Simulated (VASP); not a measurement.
# KCl (Cmcm) in VASP: single point with PBE

Aim: the single point of KCl with PBE.

All numbers are computed with VASP 6.6.1; they aren't measurements. Logs are shortened: lines on timing, memory, paths and dates and some standing lists are left out, and cuts for length are marked.

### Step 1. The cell of the first run

Symmetry: Cmcm, No. 63, orthorhombic system. Conventional cell: a = 4.491 Å, b = 7.517 Å, c = 7.636 Å, α = 90.00°, β = 90.00°, γ = 90.00°. Within 4.2 Å of K (site symmetry 2/m) lie 6 Cl at 3.17 to 3.19 Å and 2 K at 3.82 Å. Within 4.2 Å of Cl (site symmetry m2m) lie 6 K at 3.17 to 3.19 Å.

### Step 2. Single point, PBE (uniaxial x strain +3.5%)

Input file INCAR:

```
SYSTEM = KCl
PREC = Accurate ; ENCUT = 520
EDIFF = 1E-6 ; ISMEAR = -1
SIGMA = 0.02 ; LREAL = .FALSE.
LASPH = .TRUE. ; NELM = 60
ALGO = Normal ; ISIF = 2
LWAVE = .FALSE. ; LCHARG = .FALSE.
GGA = PE ; NBANDS = 24
```

Input file KPOINTS:

```
Automatic mesh
0
G
  12 12 4
  0 0 0
```

Input file POSCAR:

```
KCl
1.0
    4.4906796028      0.0000000000      0.0000000000
   -2.2453398014      3.7586185525      0.0000000000
    0.0000000000      0.0000000000      7.6359739997
K Cl
2 2
Direct
    0.0000000000      0.0000000000      0.0000000000
    0.0000000000      0.0000000000      0.5000000000
    0.3373338504      0.6746677008      0.2500000000
    0.6626661496      0.3253322992      0.7500000000
```

Potentials or basis: VASP PAW PBE potentials, release 64 (K_sv, Cl).

Started as:

```console
$ cat potpaw_PBE.64/K_sv/POTCAR potpaw_PBE.64/Cl/POTCAR > POTCAR
$ mpirun -np 1 vasp_std > vasp.out
```

OUTCAR:

```text
SYSTEM = KCl
   PREC = Accurate
   ENCUT = 520
   EDIFF = 1E-6
   ISMEAR = -1
   LREAL = .FALSE.
   LASPH = .TRUE.
   NELM = 60
   ISIF = 2
   GGA = PE

 ion  position               nearest neighbor table
   1  0.000  0.000  0.000-   3 3.17   4 3.17   3 3.19   4 3.19   4 3.19   3 3.19
   2  0.000  0.000  0.500-   3 3.17   4 3.17   3 3.19   4 3.19   4 3.19   3 3.19
   3  0.337  0.675  0.250-   1 3.17   2 3.17   1 3.19   2 3.19   1 3.19   2 3.19
   4  0.663  0.325  0.750-   1 3.17   2 3.17   1 3.19   2 3.19   1 3.19   2 3.19

  Warning from LATTYP: Monoclinic adjustment (A1->A3, A2->A1, A3->A2)!
  LATTYP: Found a base centered orthorhombic cell.
 ALAT       =     4.4906796028
 B/A-ratio  =     1.6739642482
 C/A-ratio  =     1.7004049888

  Lattice vectors:

 A1 = (   2.2453398014,  -3.7586185525,   0.0000000000)
 A2 = (   2.2453398014,   3.7586185525,   0.0000000000)
 A3 = (   0.0000000000,   0.0000000000,   7.6359739997)

Analysis of symmetry for initial positions (statically):
=====================================================================
 Subroutine PRICEL returns:
 Original cell was already a primitive cell.

 Routine SETGRP: Setting up the symmetry group for a
 base centered orthorhombic supercell.

 Subroutine GETGRP returns: Found  8 space group operations
 (whereof  4 operations were pure point group operations)
 out of a pool of  8 trial point group operations.

The static configuration has the point symmetry C_2h.
 The point group associated with its full space group is D_2h.

Analysis of symmetry for dynamics (positions and initial velocities):
=====================================================================
 Subroutine PRICEL returns:
 Original cell was already a primitive cell.

 Routine SETGRP: Setting up the symmetry group for a
 base centered orthorhombic supercell.

 Subroutine GETGRP returns: Found  8 space group operations
 (whereof  4 operations were pure point group operations)
 out of a pool of  8 trial point group operations.

The dynamic configuration has the point symmetry C_2h.
 The point group associated with its full space group is D_2h.

 Subroutine INISYM returns: Found  8 space group operations
 (whereof  4 operations are pure point group operations),
 and found     1 'primitive' translations

----------------------------------------------------------------------------------------

                                     Primitive cell

  volume of cell :     128.8857

  direct lattice vectors                    reciprocal lattice vectors
     4.490679603  0.000000000  0.000000000     0.222683444  0.133027599  0.000000000
    -2.245339801  3.758618553  0.000000000     0.000000000  0.266055197  0.000000000
     0.000000000  0.000000000  7.635974000     0.000000000  0.000000000  0.130959063

  length of vectors
     4.490679603  4.378214733  7.635974000     0.259392094  0.266055197  0.130959063

  position of ions in fractional coordinates (direct lattice)
     0.000000000  0.000000000  0.000000000
     0.000000000  0.000000000  0.500000000
     0.337333850  0.674667701  0.250000000
     0.662666150  0.325332299  0.750000000

  ion indices of the primitive-cell ions
   primitive index   ion index
                 1           1
                 2           2
                 3           3
                 4           4

----------------------------------------------------------------------------------------

 KPOINTS: Automatic mesh

Automatic generation of k-mesh.
 Grid dimensions read from file:
 generate k-points for:   12   12    4

 Generating k-lattice:

  Cartesian coordinates                     Fractional coordinates (reciprocal lattice)
     0.018556954  0.011085633  0.000000000     0.083333333  0.000000000  0.000000000
     0.000000000  0.022171266  0.000000000     0.000000000  0.083333333  0.000000000
     0.000000000  0.000000000  0.032739766     0.000000000  0.000000000  0.250000000

  Length of vectors
     0.021616008  0.022171266  0.032739766

  Shift w.r.t. Gamma in fractional coordinates (k-lattice)
     0.000000000  0.000000000  0.000000000

 Subroutine IBZKPT returns following result:
 ===========================================

 Found    129 irreducible k-points:

 Following reciprocal coordinates:
            Coordinates               Weight
  0.000000  0.000000  0.000000      1.000000
  0.083333 -0.000000  0.000000      4.000000
  0.166667 -0.000000  0.000000      4.000000
  0.250000 -0.000000  0.000000      4.000000
  0.333333 -0.000000  0.000000      4.000000
  0.416667 -0.000000  0.000000      4.000000
[... 16 lines left out ...]
  0.333333  0.166667  0.000000      4.000000
  0.416667  0.166667  0.000000      4.000000
 [... further k-points ...]
   k-points           NKPTS =    129   k-points in BZ     NKDIM =    129   number of bands    NBANDS=     24
   number of dos      NEDOS =    301   number of ions     NIONS =      4
   total plane-waves  NPLWV =  77760
   dimension x,y,z NGX =    36 NGY =   36 NGZ =   60
   dimension x,y,z NGXF=    72 NGYF=   72 NGZF=  120
   ions per type =               2   2
   NGX,Y,Z   is equivalent  to a cutoff of  13.33, 13.67, 13.06 a.u.
   NGXF,Y,Z  is equivalent  to a cutoff of  26.65, 27.34, 26.13 a.u.
 SYSTEM =  KCl
   PREC   = accura    normal or accurate (medium, high low for compatibility)
   ISTART =      0    job   : 0-new  1-cont  2-samecut
   ICHARG =      2    charge: 1-file 2-atom 10-const
   ISPIN  =      1    spin polarized calculation?
   LNONCOLLINEAR =      F non collinear calculations
   LSORBIT =      F    spin-orbit coupling
   LASPH  =      T    aspherical Exc in radial PAW
   ENCUT  =  520.0 eV  38.22 Ry    6.18 a.u.   8.35  8.14 14.20*2*pi/ulx,y,z
   NELM   =     60;   NELMIN=  2; NELMDL= -5     # of ELM steps
   EDIFF  = 0.1E-05   stopping-criterion for ELM
   LREAL  =      F    real-space projection
   EDIFFG = 0.1E-04   stopping-criterion for IOM
   NSW    =      0    number of steps for IOM
   IBRION =     -1    ionic relax: 0-MD 1-quasi-New 2-CG
   NFREE  =      0    steps in history (QN), initial steepest desc. (CG)
   ISIF   =      2    stress and relaxation
   ISYM   =      2    0-nonsym 1-usesym 2-fastsym
   POTIM  = 0.5000    time-step for ionic-motion
   TEBEG  =    0.0;   TEEND  =   0.0 temperature during run
   PSTRESS=    0.0 pullay stress
   NELECT =      32.0000    total number of electrons
   NUPDOWN=      -1.0000    fix difference up-down
   EMIN   =  10.00;   EMAX   =-10.00  energy-range for DOS
   EFERMI =   0.00;   METHOD = LEGACY
   ISMEAR =    -1;   SIGMA  =   0.02  broadening in eV -4-tet -1-fermi 0-gaus
   EFERMI_NEDOS =   21; number of points for ismear=-14 and -15
   IALGO  =     38    algorithm
   IMIX   =      4    mixing-type and parameters
     AMIX     =   0.40;   BMIX     =  1.00
     AMIX_MAG =   1.60;   BMIX_MAG =  1.00
  volume/ion in A,a.u.               =      32.22       217.44
  Fermi-wavevector in a.u.,A,eV,Ry     =   1.028940  1.944414 14.404717  1.058717
  Thomas-Fermi vector in A             =   2.162962
   LORBIT       =      0    0 simple, 1 ext, 2 COOP (PROOUT), +10 PAW based schemes
   GGA     = PE    functional components
[... 5 lines left out ...]
 non-spin polarized calculation
  energy-cutoff  :      520.00
  volume of cell :      128.89
 maximum number of plane-waves:      3494
 NGX is ok and might be reduce to    36
   NGX = 17   NGY = 17   NGZ = 29

 number of electron      32.0000003 magnetization

 Free energy of the ion-electron system (eV)
  ---------------------------------------------------
  ext. energy  EPLUGINS =         0.00000000
  ---------------------------------------------------
  free energy    TOTEN  =       -13.50298918 eV

  energy without entropy =      -13.50298918  energy(sigma->0) =      -13.50298918

 E-fermi :  -1.5055     XC(G=0):  -7.3991

 val. band max:       -1.8930154510   @ k =   0.0000   0.0000   0.0000
 cond. band min:       3.1126711732   @ k =   0.0000   0.0000   0.0000
 fundamental gap:      5.0056866242
 Fermi energy:        -1.5054970438

 k-point     1 :       0.0000    0.0000    0.0000
  band No.  band energies     occupation
      1     -29.3579      2.00000
      2     -29.3373      2.00000
      3     -14.2769      2.00000
      4     -14.0419      2.00000
      5     -12.8197      2.00000
      6     -12.8174      2.00000
[... 16 lines left out ...]
     23       6.7789      0.00000
     24       6.9832      0.00000

 k-point     2 :       0.0833   -0.0000    0.0000
  band No.  band energies     occupation
      1     -29.3574      2.00000
      2     -29.3369      2.00000
      3     -14.2615      2.00000
      4     -14.0540      2.00000
      5     -12.8213      2.00000
      6     -12.8036      2.00000
[... 16 lines left out ...]
     23       6.8646      0.00000
     24       7.0391      0.00000

 k-point     3 :       0.1667   -0.0000    0.0000
  band No.  band energies     occupation
      1     -29.3561      2.00000
      2     -29.3358      2.00000
      3     -14.2196      2.00000
      4     -14.0828      2.00000
      5     -12.8269      2.00000
      6     -12.8113      2.00000
[... 16 lines left out ...]
     23       7.1425      0.00000
     24       7.2274      0.00000
[... 514 lines left out ...]
 k-point    23 :       0.3333    0.1667    0.0000
  band No.  band energies     occupation
      1     -29.3503      2.00000
      2     -29.3309      2.00000
      3     -14.1781      2.00000
      4     -14.0116      2.00000
      5     -12.9821      2.00000
      6     -12.8839      2.00000
[... 16 lines left out ...]
     23       8.1495      0.00000
     24       8.2488      0.00000

 k-point    24 :       0.4167    0.1667    0.0000
  band No.  band energies     occupation
      1     -29.3500      2.00000
      2     -29.3307      2.00000
      3     -14.1845      2.00000
      4     -13.9963      2.00000
      5     -13.0018      2.00000
      6     -12.8851      2.00000
[... 16 lines left out ...]
     23       8.1471      0.00000
     24       8.2367      0.00000

 [... further k-points ...]

------------------------ aborting loop because EDIFF is reached ----------------------------------------

  FORCE on cell =-STRESS in cart. coord.  units (eV):
  Direction    XX          YY          ZZ          XY          YZ          ZX
  --------------------------------------------------------------------------------------
  -------------------------------------------------------------------------------------
  Total       -0.1133522      0.2412179      0.3564899      0.0000000     -0.0000000      0.0000000
  in kB       -1.4090798      2.9985784      4.4315232      0.0000000     -0.0000000      0.0000000
  external PRESSURE =       2.0070073 kB  Pullay stress =       0.0000000 kB

 VOLUME and BASIS-vectors are now :
 -----------------------------------------------------------------------------
  energy-cutoff  :      520.00
  volume of cell :      128.89
      direct lattice vectors                 reciprocal lattice vectors
     4.490679603  0.000000000  0.000000000     0.222683444  0.133027599  0.000000000
    -2.245339801  3.758618553  0.000000000     0.000000000  0.266055197  0.000000000
     0.000000000  0.000000000  7.635974000     0.000000000  0.000000000  0.130959063

 POSITION                                       TOTAL-FORCE (eV/Angst)
 -----------------------------------------------------------------------------------
      0.00000      0.00000      0.00000         0.000000      0.000000      0.000000
      0.00000      0.00000      3.81799         0.000000      0.000000      0.000000
      0.00000      2.53582      1.90899         0.000000      0.000833      0.000000
      2.24534      1.22280      5.72698        -0.000000     -0.000833     -0.000000
 -----------------------------------------------------------------------------------
    total drift:                                0.000000     -0.000000     -0.000000

  FREE ENERGIE OF THE ION-ELECTRON SYSTEM (eV)
  ---------------------------------------------------
  free  energy   TOTEN  =       -13.5029891831 eV

  energy  without entropy=      -13.5029891831  energy(sigma->0) =      -13.50298918
```

It took 10 min on 1 thread of Intel Xeon Platinum 8375C at 2.90GHz (Ice Lake), shared host; peak memory 0.48 GiB.

Results:

- Free energy: -13.5030 eV
- Pressure: 0.2 GPa
- Band gap on the k mesh: 5.01 eV

Caveat: the cell differs from its parent crystal (uniaxial x strain +3.5%). A k mesh can miss the band edges.
